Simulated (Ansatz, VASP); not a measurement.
## TePb in VASP and in Ansatz

```
Pb Te
1.0
     0.00000    3.18733    3.18733
     3.18733    0.00000    3.18733
     3.18733    3.18733    0.00000
Pb Te
1 1
Direct
  0.00000 0.00000 0.00000
  0.50000 0.50000 0.50000
```

Alike in both runs: task single point; functional PBE; dispersion D3(BJ); k mesh 7 × 7 × 7; occupations fermi-dirac, width 0.05 eV; no spin polarisation.

|  | VASP | Ansatz |
| --- | --- | --- |
| version | VASP 6.6.1 | Ansatz 0.2.0 |
| potentials or method | VASP PAW PBE potentials, release 64 (Pb_d, Te) | Ansatz PAW |
| plane-wave cutoff (eV) | 520 | 420 |
| valence electrons in the cell | 20 | 30 |

|  | VASP | Ansatz | Ansatz less VASP |
| --- | --- | --- | --- |
| pressure (GPa) | 2.0 | 2.1 | +0.06 |

VASP's potentials hold 20 valence electrons a cell and Ansatz's 30, so a difference there can come from the potentials and not from the codes.

Spin-orbit coupling is off throughout.
